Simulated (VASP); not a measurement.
# AlGaN2 (P-4m2) in VASP: notebook

The runs below take AlGaN2 through single point, with r2SCAN.

All numbers are computed with VASP 6.6.1; they aren't measurements. Logs are shortened: lines on timing, memory, paths and dates and some standing lists are left out, and cuts for length are marked.

### Step 1. The cell of the first run

Symmetry: P-4m2, No. 115, tetragonal system. Conventional cell: a = 3.217 Å, b = 3.217 Å, c = 4.643 Å, α = 90.00°, β = 90.00°, γ = 90.00°. Within 2.6 Å of Al (site symmetry -4m2) lie 4 N at 1.95 Å. Within 2.7 Å of Ga (site symmetry -4m2) lie 4 N at 2.01 Å. N (site symmetry 2mm) has 2 Al at 1.95 Å and 2 Ga at 2.01 Å within 2.6 Å.

### Step 2. Single point, r2SCAN (strain +0.025 along x and y, +0.050 along z)

POSCAR

```
AlGaN2
1.0
    3.2169895805      0.0000000000      0.0000000000
    0.0000000000      3.2169895805      0.0000000000
    0.0000000000      0.0000000000      4.6434745640
Al Ga N
1 1 2
Direct
    0.5000000000      0.5000000000      0.5000000000
    0.0000000000      0.0000000000      0.0000000000
    0.5000000000      0.0000000000      0.7390831705
    0.0000000000      0.5000000000      0.2609168295
```

INCAR.step1

```
SYSTEM = AlGaN2
ALGO     = Normal         ! electronic algorithm
EDIFF    = 1E-4           ! SCF threshold, eV
ENCUT    = 520            ! plane-wave cutoff, eV
GGA      = PE             ! functional
ISMEAR   = 0              ! smearing method
LASPH    = .True.         ! aspherical terms in the spheres
LCHARG   = .False.        ! write CHGCAR
LREAL    = .False.        ! projectors in reciprocal space
LWAVE    = .True.         ! write WAVECAR
NBANDS   = 21             ! bands
NELM     = 100            ! most SCF steps
PREC     = Accurate       ! precision mode
SIGMA    = 0.05           ! smearing width, eV
```

INCAR.step2

```
SYSTEM = AlGaN2
ALGO     = Normal         ! electronic algorithm
EDIFF    = 1E-6           ! SCF threshold, eV
ENCUT    = 520            ! plane-wave cutoff, eV
ISIF     = 2              ! what is computed and relaxed
ISMEAR   = 0              ! smearing method
ISTART   = 1            
LASPH    = .True.         ! aspherical terms in the spheres
LCHARG   = .False.        ! write CHGCAR
LMIXTAU  = .True.       
LREAL    = .False.        ! projectors in reciprocal space
LWAVE    = .False.        ! write WAVECAR
METAGGA  = R2SCAN         ! meta-GGA
NBANDS   = 21             ! bands
NELM     = 100            ! most SCF steps
PREC     = Accurate       ! precision mode
SIGMA    = 0.05           ! smearing width, eV
```

KPOINTS

```
k-points
0
Gamma
  8 8 6
  0 0 0
```

Potentials or basis: VASP PAW PBE potentials, release 64 (Al, Ga_d, N).

Command:

```console
$ cat potpaw_PBE.64/Al/POTCAR potpaw_PBE.64/Ga_d/POTCAR potpaw_PBE.64/N/POTCAR > POTCAR
$ cp INCAR.step1 INCAR
$ mpirun -np 1 vasp_std > vasp.out
$ cp INCAR.step2 INCAR
$ mpirun -np 1 vasp_std > vasp.out
```

OUTCAR:

```text
SYSTEM = AlGaN2
   EDIFF = 1E-6
   ENCUT = 520
   ISIF = 2
   ISMEAR = 0
   ISTART = 1
   LASPH = .True.
   LREAL = .False.
   METAGGA = R2SCAN
   NELM = 100
   PREC = Accurate

 ion  position               nearest neighbor table
   1  0.500  0.500  0.500-   3 1.95   4 1.95   3 1.95   4 1.95
   2  0.000  0.000  0.000-   3 2.01   4 2.01   4 2.01   3 2.01
   3  0.500  0.000  0.739-   1 1.95   1 1.95   2 2.01   2 2.01
   4  0.000  0.500  0.261-   1 1.95   1 1.95   2 2.01   2 2.01

  LATTYP: Found a simple tetragonal cell.
 ALAT       =     3.2169895805
 C/A-ratio  =     1.4434223201

  Lattice vectors:

 A1 = (   3.2169895805,   0.0000000000,   0.0000000000)
 A2 = (   0.0000000000,   3.2169895805,   0.0000000000)
 A3 = (   0.0000000000,   0.0000000000,   4.6434745640)

Analysis of symmetry for initial positions (statically):
=====================================================================
 Subroutine PRICEL returns:
 Original cell was already a primitive cell.

 Routine SETGRP: Setting up the symmetry group for a
 simple tetragonal supercell.

 Subroutine GETGRP returns: Found  8 space group operations
 (whereof  8 operations were pure point group operations)
 out of a pool of 16 trial point group operations.

The static configuration has the point symmetry D_2d.

Analysis of symmetry for dynamics (positions and initial velocities):
=====================================================================
 Subroutine PRICEL returns:
 Original cell was already a primitive cell.

 Routine SETGRP: Setting up the symmetry group for a
 simple tetragonal supercell.

 Subroutine GETGRP returns: Found  8 space group operations
 (whereof  8 operations were pure point group operations)
 out of a pool of 16 trial point group operations.

The dynamic configuration has the point symmetry D_2d.

 Subroutine INISYM returns: Found  8 space group operations
 (whereof  8 operations are pure point group operations),
 and found     1 'primitive' translations

----------------------------------------------------------------------------------------

                                     Primitive cell

  volume of cell :      48.0554

[... 88 lines left out ...]
   LSORBIT =      F    spin-orbit coupling
   LASPH  =      T    aspherical Exc in radial PAW
   ENCUT  =  520.0 eV  38.22 Ry    6.18 a.u.   5.98  5.98  8.63*2*pi/ulx,y,z
   NELM   =    100;   NELMIN=  2; NELMDL=  0     # of ELM steps
   EDIFF  = 0.1E-05   stopping-criterion for ELM
   LREAL  =      F    real-space projection
   EDIFFG = 0.1E-04   stopping-criterion for IOM
   NSW    =      0    number of steps for IOM
   IBRION =     -1    ionic relax: 0-MD 1-quasi-New 2-CG
   NFREE  =      0    steps in history (QN), initial steepest desc. (CG)
   ISIF   =      2    stress and relaxation
   ISYM   =      2    0-nonsym 1-usesym 2-fastsym
   POTIM  = 0.5000    time-step for ionic-motion
   TEBEG  =    0.0;   TEEND  =   0.0 temperature during run
   PSTRESS=    0.0 pullay stress
   NELECT =      26.0000    total number of electrons
   NUPDOWN=      -1.0000    fix difference up-down
   EMIN   =  10.00;   EMAX   =-10.00  energy-range for DOS
   EFERMI =   0.00;   METHOD = LEGACY
   ISMEAR =     0;   SIGMA  =   0.05  broadening in eV -4-tet -1-fermi 0-gaus
   EFERMI_NEDOS =   21; number of points for ismear=-14 and -15
   IALGO  =     38    algorithm
   IMIX   =      4    mixing-type and parameters
     AMIX     =   0.40;   BMIX     =  1.00
     AMIX_MAG =   1.60;   BMIX_MAG =  1.00
  volume/ion in A,a.u.               =      12.01        81.07
  Fermi-wavevector in a.u.,A,eV,Ry     =   1.333988  2.520871 24.211882  1.779523
  Thomas-Fermi vector in A             =   2.462804
   LORBIT       =      0    0 simple, 1 ext, 2 COOP (PROOUT), +10 PAW based schemes
   METAGGA = R2SCAN    functional components
   LHFCALC =     F    Hartree Fock is set to
   AEXX    =    0.0000 exact exchange contribution
   IVDW    =     0    specifies the selected vdW correction
   LEPSILON=     F    determine dielectric tensor
   LRPA    =     F    only Hartree local field effects (RPA)
 non-spin polarized calculation
 Gauss-broadening in eV      SIGMA  =   0.05
  energy-cutoff  :      520.00
  volume of cell :       48.06
 maximum number of plane-waves:      1320
 NGX is ok and might be reduce to    24
   NGX = 11   NGY = 11   NGZ = 17

 number of electron      26.0000009 magnetization

 Free energy of the ion-electron system (eV)
  ---------------------------------------------------
  ext. energy  EPLUGINS =         0.00000000
  ---------------------------------------------------
  free energy    TOTEN  =       -40.82824561 eV

  energy without entropy =      -40.82824561  energy(sigma->0) =      -40.82824561

 E-fermi :   4.7187     XC(G=0): -11.5721

 val. band max:        4.4837227597   @ k =   0.0000   0.0000   0.0000
 cond. band min:       7.0847817681   @ k =   0.0000   0.0000   0.0000
 fundamental gap:      2.6010590083
 Fermi energy:         4.7186937737

 k-point     1 :       0.0000    0.0000    0.0000
  band No.  band energies     occupation
      1     -11.1685      2.00000
      2      -9.9840      2.00000
      3      -8.9365      2.00000
      4      -8.9365      2.00000
      5      -8.8747      2.00000
      6      -8.7799      2.00000
[... 565 lines left out ...]
     20      16.7396      0.00000
     21      16.8809      0.00000

 [... further k-points ...]

------------------------ aborting loop because EDIFF is reached ----------------------------------------

  FORCE on cell =-STRESS in cart. coord.  units (eV):
  Direction    XX          YY          ZZ          XY          YZ          ZX
  --------------------------------------------------------------------------------------
  -------------------------------------------------------------------------------------
  Total       -4.5102640     -4.5102640     -5.4982277      0.0000000      0.0000000      0.0000000
  in kB     -150.3731031   -150.3731031   -183.3120115      0.0000000      0.0000000      0.0000000
  external PRESSURE =    -161.3527392 kB  Pullay stress =       0.0000000 kB

 VOLUME and BASIS-vectors are now :
 -----------------------------------------------------------------------------
  energy-cutoff  :      520.00
  volume of cell :       48.06
      direct lattice vectors                 reciprocal lattice vectors
     3.216989580  0.000000000  0.000000000     0.310849624  0.000000000  0.000000000
     0.000000000  3.216989580  0.000000000     0.000000000  0.310849624  0.000000000
     0.000000000  0.000000000  4.643474564     0.000000000  0.000000000  0.215355977

 POSITION                                       TOTAL-FORCE (eV/Angst)
 -----------------------------------------------------------------------------------
      1.60849      1.60849      2.32174        -0.000000      0.000000      0.000000
      0.00000      0.00000      0.00000         0.000000     -0.000000      0.000000
      1.60849      0.00000      3.43191        -0.000000     -0.000000     -0.048311
      0.00000      1.60849      1.21156        -0.000000     -0.000000      0.048311
 -----------------------------------------------------------------------------------
    total drift:                                0.000000      0.000000      0.000000

  FREE ENERGIE OF THE ION-ELECTRON SYSTEM (eV)
  ---------------------------------------------------
  free  energy   TOTEN  =       -40.8282456107 eV

  energy  without entropy=      -40.8282456107  energy(sigma->0) =      -40.82824561
```

OSZICAR.step1:

```text
N       E                     dE             d eps       ncg     rms          rms(c)
DAV:   1     0.169177278947E+03    0.16918E+03   -0.12882E+04  2840   0.178E+03
DAV:   2    -0.103221556207E+02   -0.17950E+03   -0.16806E+03  2790   0.403E+02
DAV:   3    -0.304490293930E+02   -0.20127E+02   -0.19881E+02  2995   0.106E+02
DAV:   4    -0.310334814581E+02   -0.58445E+00   -0.58334E+00  3022   0.197E+01
DAV:   5    -0.310462437512E+02   -0.12762E-01   -0.12761E-01  2954   0.270E+00    0.111E+01
DAV:   6    -0.268318299163E+02    0.42144E+01   -0.14436E+01  3901   0.456E+01    0.379E+00
DAV:   7    -0.268825261272E+02   -0.50696E-01   -0.97288E-01  2610   0.892E+00    0.271E+00
DAV:   8    -0.268859902504E+02   -0.34641E-02   -0.22213E-01  3182   0.481E+00    0.138E+00
DAV:   9    -0.268654088462E+02    0.20581E-01   -0.50314E-02  3552   0.327E+00    0.549E-01
DAV:  10    -0.268652922280E+02    0.11662E-03   -0.78257E-03  2899   0.590E-01    0.144E-01
DAV:  11    -0.268654643771E+02   -0.17215E-03   -0.70491E-04  3462   0.354E-01    0.297E-02
DAV:  12    -0.268654795419E+02   -0.15165E-04   -0.78000E-05  1500   0.894E-02
   1 F= -.26865480E+02 E0= -.26865480E+02  d E =-.948896E-15
```

It took 60 s on 1 thread of Intel Xeon 6975P-C (Granite Rapids), shared host; peak memory 0.19 GiB.

Results:

| Property | Result |
| --- | --- |
| Free energy | -40.8282 eV |
| Pressure | -16.1 GPa |
| Largest force | 0.048 eV/Å |
| Band gap on the k mesh | 2.60 eV |

Forces in eV/Å, atoms in the order of the input:
```
Al   0.000  0.000  0.000
Ga   0.000  0.000  0.000
N    0.000  0.000 -0.048
N    0.000  0.000  0.048
```

Stress tensor (GPa, compression positive):
```
-15.04   0.00   0.00
  0.00 -15.04   0.00
  0.00   0.00 -18.33
```

Levels at points of the mesh, in eV from the valence-band top:
```tsv
k point	band 10	band 11	band 12	band 13	band 14	band 15	band 16	band 17
(0.00, 0.00, 0.00)	-2.08	-0.27	0.00	0.00	2.60	4.02	7.98	11.25
(0.50, 0.00, 0.00)	-2.82	-2.82	-0.90	-0.53	6.87	7.41	8.46	8.53
(0.50, 0.50, 0.00)	-2.23	-2.19	-2.19	-2.17	3.70	3.70	6.21	8.89
(0.00, 0.00, 0.50)	-1.40	-1.40	-0.87	-0.87	5.32	5.36	7.89	9.50
(0.50, 0.00, 0.50)	-0.92	-0.88	-0.72	-0.44	4.97	6.49	9.42	9.63
(0.50, 0.50, 0.50)	-3.60	-3.07	-2.93	-2.93	6.37	6.37	8.43	10.63
```

Caveat: the cell differs from its parent crystal (strain +0.025 along x and y, +0.050 along z); the cell stands under tension; the PAW data sets were made with another functional, which shifts forces and pressure a little.

### Step 3. Single point, r2SCAN (strain +0.050 along x and y, +0.025 along z)

POSCAR

```
AlGaN2
1.0
    3.2954527410      0.0000000000      0.0000000000
    0.0000000000      3.2954527410      0.0000000000
    0.0000000000      0.0000000000      4.5329156458
Al Ga N
1 1 2
Direct
    0.5000000000      0.5000000000      0.5000000000
    0.0000000000      0.0000000000      0.0000000000
    0.5000000000      0.0000000000      0.7390831705
    0.0000000000      0.5000000000      0.2609168295
```

INCAR.step1

```
SYSTEM = AlGaN2
  PREC = Accurate
  ENCUT = 520
  ISMEAR = 0
  SIGMA = 0.05
  LREAL = .FALSE.
  LASPH = .TRUE.
  NELM = 100
  NBANDS = 21
  GGA = PE
  ALGO = Normal
  EDIFF = 1E-4
  LWAVE = .TRUE.
  LCHARG = .FALSE.
```

INCAR.step2

```
SYSTEM = AlGaN2
  PREC = Accurate
  ENCUT = 520
  EDIFF = 1E-7
  ISMEAR = 0
  SIGMA = 0.05
  LREAL = .FALSE.
  LASPH = .TRUE.
  NELM = 100
  ALGO = Normal
  ISIF = 2
  LWAVE = .FALSE.
  LCHARG = .FALSE.
  METAGGA = R2SCAN
  LMIXTAU = .TRUE.
  NBANDS = 21
  ISTART = 1
```

KPOINTS

```
regular mesh
0
G
  8 8 6
  0 0 0
```

Potentials or basis: VASP PAW PBE potentials, release 64 (Al, Ga_d, N).

Command:

```console
$ cat potpaw_PBE.64/Al/POTCAR potpaw_PBE.64/Ga_d/POTCAR potpaw_PBE.64/N/POTCAR > POTCAR
$ cp INCAR.step1 INCAR
$ mpirun -np 1 vasp_std > vasp.out
$ cp INCAR.step2 INCAR
$ mpirun -np 1 vasp_std > vasp.out
```

It took 1.8 min on 1 thread of Intel Xeon 6975P-C (Granite Rapids), shared host; peak memory 0.21 GiB.

It converged, with:

```yaml
Free_energy: -40.6975 eV
Pressure: -19.3 GPa
Largest_force: 0.106 eV/Å
Band_gap_on_the_k_mesh: 2.49 eV
```

Forces on the atoms (eV/Å):
```
Al   0.000  0.000  0.000
Ga   0.000  0.000  0.000
N    0.000  0.000 -0.106
N    0.000  0.000  0.106
```

Stress tensor (GPa, compression positive):
```
-20.43   0.00   0.00
  0.00 -20.43   0.00
  0.00   0.00 -16.97
```

Levels at points of the mesh, in eV from the valence-band top:
```csv
k point,band 10,band 11,band 12,band 13,band 14,band 15,band 16,band 17
"(0.00, 0.00, 0.00)",-2.20,-0.06,0.00,0.00,2.49,3.91,7.39,11.16
"(0.50, 0.00, 0.00)",-2.52,-2.49,-1.00,-0.65,6.64,7.34,8.08,8.11
"(0.50, 0.50, 0.00)",-2.01,-1.95,-1.95,-1.92,3.83,3.83,6.40,9.01
"(0.00, 0.00, 0.50)",-1.46,-1.46,-0.95,-0.95,5.32,5.40,7.69,9.03
"(0.50, 0.00, 0.50)",-0.97,-0.69,-0.55,-0.43,4.86,6.37,9.31,9.51
"(0.50, 0.50, 0.50)",-3.45,-2.96,-2.80,-2.80,6.64,6.64,8.36,11.06
```

Caveat: the cell differs from its parent crystal (strain +0.050 along x and y, +0.025 along z); the cell stands under tension; the PAW data sets were made with another functional, which shifts forces and pressure a little.

### Step 4. Single point, r2SCAN (strain +0.050 along x and y, +0.050 along z)

Changes to POSCAR since step 3:

```diff
@@ -4,3 +4,3 @@
     0.0000000000      3.2954527410      0.0000000000
-    0.0000000000      0.0000000000      4.5329156458
+    0.0000000000      0.0000000000      4.6434745640
 Al Ga N
```

INCAR.step1

```
PREC = Accurate ; ENCUT = 520
ISMEAR = 0 ; SIGMA = 0.05
LREAL = False ; LASPH = True
NELM = 60 ; NBANDS = 21
GGA = PE ; ALGO = Normal
EDIFF = 1E-4 ; LWAVE = True
LCHARG = False
```

INCAR.step2

```
PREC = Accurate ; ENCUT = 520
EDIFF = 1E-6 ; ISMEAR = 0
SIGMA = 0.05 ; LREAL = False
LASPH = True ; NELM = 60
ALGO = Normal ; ISIF = 2
LWAVE = False ; LCHARG = True
METAGGA = R2SCAN ; LMIXTAU = True
LELF = True ; LVHAR = True
NBANDS = 21 ; ISTART = 1
```

KPOINTS

```
Automatic mesh
0
Gamma
  8 8 6
```

Command:

```console
$ cat potpaw_PBE.64/Al/POTCAR potpaw_PBE.64/Ga_d/POTCAR potpaw_PBE.64/N/POTCAR > POTCAR
$ cp INCAR.step1 INCAR
$ mpirun -np 1 vasp_std > vasp.out
$ cp INCAR.step2 INCAR
$ mpirun -np 1 vasp_std > vasp.out
```

Wall time 1.8 min (1 thread of Intel Xeon 6975P-C (Granite Rapids), shared host); peak memory 0.21 GiB.

It converged, with:

* Free energy: -40.5533 eV
* Pressure: -21.9 GPa
* Largest force: 0.082 eV/Å
* Band gap on the k mesh: 2.29 eV

Forces in eV/Å, atoms in the order of the input:
```
Al   0.000  0.000  0.000
Ga   0.000  0.000  0.000
N    0.000  0.000 -0.082
N    0.000  0.000  0.082
```

Stress tensor (GPa, compression positive):
```
-22.03   0.00   0.00
  0.00 -22.03   0.00
  0.00   0.00 -21.68
```

Levels at points of the mesh, in eV from the valence-band top:
| k point | band 11 | band 12 | band 13 | band 14 | band 15 | band 16 |
| --- | --- | --- | --- | --- | --- | --- |
| (0.00, 0.00, 0.00) | -0.15 | 0.00 | 0.00 | 2.29 | 3.92 | 7.45 |
| (0.50, 0.00, 0.00) | -2.57 | -0.92 | -0.57 | 6.44 | 7.22 | 8.03 |
| (0.50, 0.50, 0.00) | -1.99 | -1.99 | -1.96 | 3.74 | 3.74 | 6.08 |
| (0.00, 0.00, 0.50) | -1.37 | -0.88 | -0.88 | 5.14 | 5.17 | 7.54 |
| (0.50, 0.00, 0.50) | -0.77 | -0.55 | -0.48 | 4.65 | 6.17 | 9.15 |
| (0.50, 0.50, 0.50) | -2.91 | -2.75 | -2.75 | 6.41 | 6.41 | 8.02 |

Caveat: the cell differs from its parent crystal (strain +0.050 along x and y, +0.050 along z); the cell stands under tension; the PAW data sets were made with another functional, which shifts forces and pressure a little.

### Step 5. The runs side by side

```tsv
cell	gap on the mesh (eV)	pressure (GPa)	largest force (eV/Å)
a = 3.217, b = 3.217, c = 4.643 Å, 4 atoms	2.60	-16.1	0.05
a = 3.295, b = 3.295, c = 4.533 Å, 4 atoms	2.49	-19.3	0.11
a = 3.295, b = 3.295, c = 4.643 Å, 4 atoms	2.29	-21.9	0.08
```

Alike in all rows: task single point; level r2SCAN; potentials or basis VASP PAW PBE potentials, release 64 (Al, Ga_d, N); no spin polarisation; k mesh 8 × 8 × 6; cutoff (eV) 520; smearing gaussian 0.05 eV.

Caveats: the cell stands under tension; the PAW data sets were made with another functional, which shifts forces and pressure a little.

Absolute energies hang on the potentials; compare differences alone.
